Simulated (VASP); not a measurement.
Wanted: the native input for a VASP 6.6.1 run.

- Task: single point
- Functional: PBE
- Potentials or basis: VASP PAW PBE potentials, release 64 (Tl_d, Br)
- Cutoff: 500 eV
- k mesh: 6 × 6 × 6
- Occupations: gaussian, width 0.01 eV
- Spin: non-collinear spin, zero start, spin-orbit coupling
- Starting moments: [[0.0, 0.0, 0.0], [0.0, 0.0, 0.0]] μB
- Dipole correction: no
- Further INCAR settings: ALGO = Normal; EDIFF = 1e-06; NBANDS = 32

The structure of TlBr lies in POSCAR:

```
TlBr
1.0
    3.9451847160      0.0000000000      0.0000000000
    0.0000000000      3.9451847160      0.0000000000
    0.0000000000      0.0000000000      3.9451847160
Tl Br
1 1
Direct
    0.0000000000      0.0000000000      0.0000000000
    0.5000000000      0.5000000000      0.5000000000
```

These files were run (other wordings do the same):

INCAR

```
PREC = Accurate ; ENCUT = 500
EDIFF = 1E-6 ; ISMEAR = 0
SIGMA = 0.01 ; LREAL = F
LASPH = T ; NELM = 200
ALGO = Normal ; ISIF = 2
LWAVE = F ; LCHARG = T
LNONCOLLINEAR = T ; MAGMOM = 0 0 0 0 0 0
LORBIT = 11 ; LSORBIT = T
GGA_COMPAT = F ; LORBMOM = T
GGA = PE ; LVHAR = T
NBANDS = 32
```

KPOINTS

```
Automatic mesh
0
Gamma
  6 6 6
```

Potentials or basis: VASP PAW PBE potentials, release 64 (Tl_d, Br).

The run is started by

```console
$ cat potpaw_PBE.64/Tl_d/POTCAR potpaw_PBE.64/Br/POTCAR > POTCAR
$ mpirun -np 1 vasp_ncl > vasp.out
```

Results of the run:

* Pressure: 1.8 GPa
* Net moment: 0.00 μB per cell
* Valence electrons inside the program's atomic spheres: Tl 11.12; Br 4.85

Run time: 48 s on 1 thread of Intel(R) Xeon(R) Platinum 8488C (Sapphire Rapids) (shared host), peak memory 0.3 GiB.
